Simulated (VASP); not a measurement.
# MoS2 in VASP: notebook

MoS2 is run at these levels: PBEsol, LDA; tasks: single point, relaxation of cell and atoms.

Everything below comes from runs of VASP 6.6.1. Logs are shortened: lines on timing, memory, paths and dates and some standing lists are left out, and cuts for length are marked.

## (1) The cell of the first run

The cell holds a slab with vacuum, 3 atoms: a = 3.184 Å, b = 3.184 Å, c = 17.335 Å, α = 90.00°, β = 90.00°, γ = 120.00°.

## (2) Single point, PBEsol, non-collinear spin, zero start, spin-orbit coupling

Contents of INCAR:

```
SYSTEM = MoS2
PREC = Accurate ; ENCUT = 520
EDIFF = 1E-6 ; ISMEAR = -1
SIGMA = 0.05 ; LREAL = .FALSE.
LASPH = .TRUE. ; NELM = 150
ALGO = Normal ; ISIF = 2
LWAVE = .FALSE. ; LCHARG = .FALSE.
LNONCOLLINEAR = .TRUE. ; MAGMOM = 0 0 0 0 0 0 0 0 0
LORBIT = 11 ; LSORBIT = .TRUE.
GGA_COMPAT = .FALSE. ; LORBMOM = .TRUE.
LMAXMIX = 4 ; GGA = PS
NBANDS = 39
```

Contents of KPOINTS:

```
regular mesh
0
G
  8 8 2
  0 0 0
```

Contents of POSCAR:

```
MoS2
1.0
    3.1841260822      0.0000000000      0.0000000000
   -1.5920630411      2.7575340760      0.0000000000
    0.0000000000      0.0000000000     17.3345999500
Mo S
1 2
Direct
    0.0000000000      0.0000000000      0.0000000000
    0.3333333333      0.6666666667      0.9105070200
    0.3333333333      0.6666666667      0.0894929800
```

Potentials or basis: VASP PAW PBE potentials, release 64 (Mo_sv, S).

Started as:

```console
> cat potpaw_PBE.64/Mo_sv/POTCAR potpaw_PBE.64/S/POTCAR > POTCAR
> mpirun -np 1 vasp_ncl > vasp.out
```

OUTCAR:

```text
SYSTEM = MoS2
   PREC = Accurate
   ENCUT = 520
   EDIFF = 1E-6
   ISMEAR = -1
   LREAL = .FALSE.
   LASPH = .TRUE.
   NELM = 150
   ISIF = 2
   LNONCOLLINEAR = .TRUE.
   LORBIT = 11
   LSORBIT = .TRUE.
   GGA = PS

 ion  position               nearest neighbor table
   1  0.000  0.000  0.000-   2 2.41   3 2.41   2 2.41   3 2.41   2 2.41   3 2.41
   2  0.333  0.667  0.911-   1 2.41   1 2.41   1 2.41
   3  0.333  0.667  0.089-   1 2.41   1 2.41   1 2.41

  LATTYP: Found a hexagonal cell.
 ALAT       =     3.1841260822
 C/A-ratio  =     5.4440683260

  Lattice vectors:

 A1 = (   3.1841260822,   0.0000000000,   0.0000000000)
 A2 = (  -1.5920630411,   2.7575340760,   0.0000000000)
 A3 = (   0.0000000000,   0.0000000000,  17.3345999500)

Analysis of symmetry for initial positions (statically):
=====================================================================
 Subroutine PRICEL returns:
 Original cell was already a primitive cell.

 Routine SETGRP: Setting up the symmetry group for a
 hexagonal supercell.

 Subroutine GETGRP returns: Found 12 space group operations
 (whereof 12 operations were pure point group operations)
 out of a pool of 24 trial point group operations.

The static configuration has the point symmetry D_3h.

Analysis of symmetry for dynamics (positions and initial velocities):
=====================================================================
 Subroutine PRICEL returns:
 Original cell was already a primitive cell.

 Routine SETGRP: Setting up the symmetry group for a
 hexagonal supercell.

 Subroutine GETGRP returns: Found 12 space group operations
 (whereof 12 operations were pure point group operations)
 out of a pool of 24 trial point group operations.

The dynamic configuration has the point symmetry D_3h.

Analysis of structural, dynamic, and magnetic symmetry:
=====================================================================
 Subroutine PRICEL returns:
 Original cell was already a primitive cell.

 Routine SETGRP: Setting up the symmetry group for a
 hexagonal supercell.

 Subroutine GETGRP returns: Found 12 space group operations
 (whereof 12 operations were pure point group operations)
 out of a pool of 24 trial point group operations.

The overall configuration has the point symmetry D_3h.

 Subroutine INISYM returns: Found 12 space group operations
 (whereof 12 operations are pure point group operations),
 and found     1 'primitive' translations

----------------------------------------------------------------------------------------

                                     Primitive cell

  volume of cell :     152.2036

  direct lattice vectors                    reciprocal lattice vectors
     3.184126082  0.000000000  0.000000000     0.314057915  0.181321422  0.000000000
    -1.592063041  2.757534076  0.000000000     0.000000000  0.362642844  0.000000000
     0.000000000  0.000000000 17.334599950     0.000000000  0.000000000  0.057688092

  length of vectors
     3.184126082  3.184126082 17.334599950     0.362642844  0.362642844  0.057688092

  position of ions in fractional coordinates (direct lattice)
     0.000000000  0.000000000  0.000000000
     0.333333333  0.666666667  0.910507020
     0.333333333  0.666666667  0.089492980

  ion indices of the primitive-cell ions
   primitive index   ion index
                 1           1
                 2           2
                 3           3

----------------------------------------------------------------------------------------

 KPOINTS: regular mesh

Automatic generation of k-mesh.
 Grid dimensions read from file:
 generate k-points for:    8    8    2

 Generating k-lattice:

  Cartesian coordinates                     Fractional coordinates (reciprocal lattice)
     0.039257239  0.022665178  0.000000000     0.125000000  0.000000000  0.000000000
     0.000000000  0.045330356  0.000000000     0.000000000  0.125000000  0.000000000
     0.000000000  0.000000000  0.028844046     0.000000000  0.000000000  0.500000000

  Length of vectors
     0.045330356  0.045330356  0.028844046
[... 97 lines left out ...]

 Free energy of the ion-electron system (eV)
  ---------------------------------------------------
  ext. energy  EPLUGINS =         0.00000000
  ---------------------------------------------------
  free energy    TOTEN  =       -23.50545193 eV

  energy without entropy =      -23.50545192  energy(sigma->0) =      -23.50545193

 E-fermi :  -0.5898     XC(G=0):  -4.4108

 val. band max:       -1.4445377194   @ k =   0.0000   0.0000   0.0000
 cond. band min:       0.3251544214   @ k =   0.3750   0.2500   0.5000
 fundamental gap:      1.7696921409
 Fermi energy:        -0.5898342080

 k-point     1 :       0.0000    0.0000    0.0000
  band No.  band energies     occupation
      1     -62.2427      1.00000
      2     -62.2427      1.00000
      3     -37.9194      1.00000
      4     -37.9194      1.00000
      5     -35.5614      1.00000
      6     -35.5614      1.00000
[... 973 lines left out ...]
     37       5.0791      0.00000
     38       5.0839      0.00000

 [... further k-points ...]

 [bands above 38 left out]

------------------------ aborting loop because EDIFF is reached ----------------------------------------

  FORCE on cell =-STRESS in cart. coord.  units (eV):
  Direction    XX          YY          ZZ          XY          YZ          ZX
  --------------------------------------------------------------------------------------
  -------------------------------------------------------------------------------------
  Total       -1.4063735     -1.4063735     -0.4687798      0.0000000      0.0000000      0.0000000
  in kB      -14.8042463    -14.8042463     -4.9346287      0.0000000      0.0000000      0.0000000
  external PRESSURE =     -11.5143738 kB  Pullay stress =       0.0000000 kB

 VOLUME and BASIS-vectors are now :
 -----------------------------------------------------------------------------
  energy-cutoff  :      520.00
  volume of cell :      152.20
      direct lattice vectors                 reciprocal lattice vectors
     3.184126082  0.000000000  0.000000000     0.314057915  0.181321422  0.000000000
    -1.592063041  2.757534076  0.000000000     0.000000000  0.362642844  0.000000000
     0.000000000  0.000000000 17.334599950     0.000000000  0.000000000  0.057688092

 POSITION                                       TOTAL-FORCE (eV/Angst)
 -----------------------------------------------------------------------------------
      0.00000      0.00000      0.00000        -0.000000      0.000000      0.000000
     -0.00000      1.83836     15.78327         0.000000     -0.000000      0.143394
     -0.00000      1.83836      1.55133         0.000000     -0.000000     -0.143394
 -----------------------------------------------------------------------------------
    total drift:                                0.000000     -0.000000     -0.000000

  FREE ENERGIE OF THE ION-ELECTRON SYSTEM (eV)
  ---------------------------------------------------
  free  energy   TOTEN  =       -23.5054519285 eV

  energy  without entropy=      -23.5054519249  energy(sigma->0) =      -23.50545193

 orbital moment (x)

 # of ion     p       d       tot
 ----------------------------------------
  1         0.000  -0.000  -0.000
  2         0.000   0.000   0.000
  3        -0.000   0.000  -0.000
 ----------------------------------------
            0.000  -0.000   0.000

 orbital moment (y)

 # of ion     p       d       tot
 ----------------------------------------
  1         0.000   0.000   0.000
  2        -0.000   0.000  -0.000
  3         0.000   0.000   0.000
 ----------------------------------------
            0.000   0.000   0.000

 orbital moment (z)

 # of ion     p       d       tot
 ----------------------------------------
  1         0.000   0.000   0.000
  2         0.000   0.000   0.000
  3         0.000   0.000   0.000
 ----------------------------------------
            0.000   0.000   0.000

 Spin-Orbit-Coupling matrix elements

 Ion:    1  E_soc:     -0.1923760
 l=   1
     0.0000000    -0.0295291    -0.0295557
    -0.0295291     0.0000000    -0.0295291
    -0.0295557    -0.0295291     0.0000000
 l=   2
     0.0000000    -0.0004764     0.0000000    -0.0004764    -0.0021303
    -0.0004764     0.0000000    -0.0015671    -0.0004041    -0.0004764
     0.0000000    -0.0015671     0.0000000    -0.0015671     0.0000000
    -0.0004764    -0.0004041    -0.0015671     0.0000000    -0.0004764
    -0.0021303    -0.0004764     0.0000000    -0.0004764     0.0000000
 l=   3
     0.0000000     0.0000000     0.0000000     0.0000000     0.0000000     0.0000000     0.0000000
     0.0000000     0.0000000     0.0000000     0.0000000     0.0000000     0.0000000     0.0000000
     0.0000000     0.0000000     0.0000000     0.0000000     0.0000000     0.0000000     0.0000000
     0.0000000     0.0000000     0.0000000     0.0000000     0.0000000     0.0000000     0.0000000
[... 29 lines left out ...]
 l=   2
     0.0000000     0.0000000     0.0000000     0.0000000     0.0000000
     0.0000000     0.0000000     0.0000000     0.0000000     0.0000000
     0.0000000     0.0000000     0.0000000     0.0000000     0.0000000
     0.0000000     0.0000000     0.0000000     0.0000000     0.0000000
     0.0000000     0.0000000     0.0000000     0.0000000     0.0000000
 l=   3
     0.0000000     0.0000000     0.0000000     0.0000000     0.0000000     0.0000000     0.0000000
     0.0000000     0.0000000     0.0000000     0.0000000     0.0000000     0.0000000     0.0000000
     0.0000000     0.0000000     0.0000000     0.0000000     0.0000000     0.0000000     0.0000000
     0.0000000     0.0000000     0.0000000     0.0000000     0.0000000     0.0000000     0.0000000
     0.0000000     0.0000000     0.0000000     0.0000000     0.0000000     0.0000000     0.0000000
     0.0000000     0.0000000     0.0000000     0.0000000     0.0000000     0.0000000     0.0000000
     0.0000000     0.0000000     0.0000000     0.0000000     0.0000000     0.0000000     0.0000000

 total charge

# of ion       s       p       d       tot
------------------------------------------
    1        2.294   6.222   3.955  12.470
    2        1.356   2.322   0.000   3.678
    3        1.356   2.322   0.000   3.678
--------------------------------------------------
tot          5.006  10.865   3.955  19.826

 magnetization (x)

# of ion       s       p       d       tot
------------------------------------------
    1        0.000  -0.000   0.000  -0.000
    2       -0.000   0.000   0.000  -0.000
    3        0.000   0.000   0.000   0.000
--------------------------------------------------
tot          0.000  -0.000   0.000  -0.000

 magnetization (y)

# of ion       s       p       d       tot
------------------------------------------
    1        0.000   0.000   0.000   0.000
    2       -0.000   0.000   0.000  -0.000
    3        0.000   0.000   0.000   0.000
--------------------------------------------------
tot         -0.000   0.000   0.000  -0.000

 magnetization (z)

# of ion       s       p       d       tot
------------------------------------------
    1        0.000   0.000   0.000   0.000
    2       -0.000   0.000   0.000  -0.000
    3       -0.000   0.000   0.000  -0.000
--------------------------------------------------
tot         -0.000   0.000   0.000   0.000
```

Run time: 15 min. Hardware: 1 thread of Intel Xeon 8259CL, shared host; peak memory 0.74 GiB.

What came out:

- Free energy: -23.5055 eV
- Largest force: 0.143 eV/Å
- Net moment: 0.00 μB per cell
- Valence electrons inside the program's atomic spheres: Mo 12.47; S 3.68

Forces on the atoms (eV/Å):
```
Mo   0.000  0.000  0.000
S    0.000  0.000  0.143
S    0.000  0.000 -0.143
```

Moments on the atoms (μB; x, y, z):
```
Mo  0.00 0.00 0.00
S   0.00 0.00 0.00
S   0.00 0.00 0.00
```

Caveat: the PAW data sets were made with another functional, which shifts forces and pressure a little.

## (3) Relaxation of cell and atoms, PBEsol

Contents of INCAR:

```
PREC = Accurate
ENCUT = 600
EDIFF = 1E-6
ISMEAR = -1
SIGMA = 0.05
LREAL = False
LASPH = True
NELM = 60
ALGO = Normal
ISIF = 3
LWAVE = False
LCHARG = False
GGA = PS
IBRION = 2
NSW = 80
EDIFFG = -0.01
```

Contents of KPOINTS:

```
Automatic mesh
0
Gamma
  10 10 2
```

POSCAR is that of step 2.

Potentials or basis: VASP PAW PBE potentials, release 64 (Mo_sv, S).

Started as:

```console
> cat potpaw_PBE.64/Mo_sv/POTCAR potpaw_PBE.64/S/POTCAR > POTCAR
> mpirun -np 1 vasp_std > vasp.out
```

Run time: 16 min. Hardware: 1 thread of AMD EPYC 7R13, shared host; peak memory 0.36 GiB.

The run converged. Its results:

- Free energy: -23.4266 eV
- Relaxed cell: a = 3.141 Å, b = 3.141 Å, c = 17.379 Å, α = 90.00°, β = 90.00°, γ = 120.00°
- Space group after relaxing (to 0.1 Å): P-6m2 (No. 187)
- Energy gained by relaxing: 6.2 meV/atom
- Ionic steps: 5
- Band gap on the k mesh: 2.03 eV (least direct gap 2.07 eV)

Step by step:
```
step  energy change (eV)  largest force (eV/Å)  pressure (GPa)  volume (Å³)
   1              0.0000                0.1465           -1.16       152.20
   2              0.0156                0.7427            2.10       144.25
   3             -0.0149                0.2031            0.09       148.86
   4             -0.0182                0.0628           -0.04       148.35
   5             -0.0186                0.0013           -0.01       148.48
```

Final structure:
```
CELL_PARAMETERS angstrom
3.14092 0.00000 0.00000
-1.57046 2.72011 0.00000
0.00000 0.00000 17.37864
ATOMIC_POSITIONS crystal
Mo 0.00000 0.00000 0.00000
S 0.33333 0.66667 0.91034
S 0.33333 0.66667 0.08966
```

Levels at points of the mesh, in eV from the valence-band top:
```
           k point  band 9  band 10  band 11  band 12  band 13  band 14  band 15  band 16  band 17
(0.00, 0.00, 0.00)   -2.54    -1.78    -1.38    -1.38     0.00     2.98     2.98     3.25     3.25
(0.50, 0.00, 0.00)   -4.10    -3.12    -1.85    -0.80    -0.58     2.49     3.00     4.04     4.57
(0.00, 0.00, 0.50)   -2.54    -1.78    -1.38    -1.38     0.00     2.98     2.98     3.25     3.25
(0.50, 0.00, 0.50)   -4.10    -3.12    -1.85    -0.80    -0.58     2.49     3.00     4.04     4.57
```

Caveat: the PAW data sets were made with another functional, which shifts forces and pressure a little.

[end of part 1 of 2]
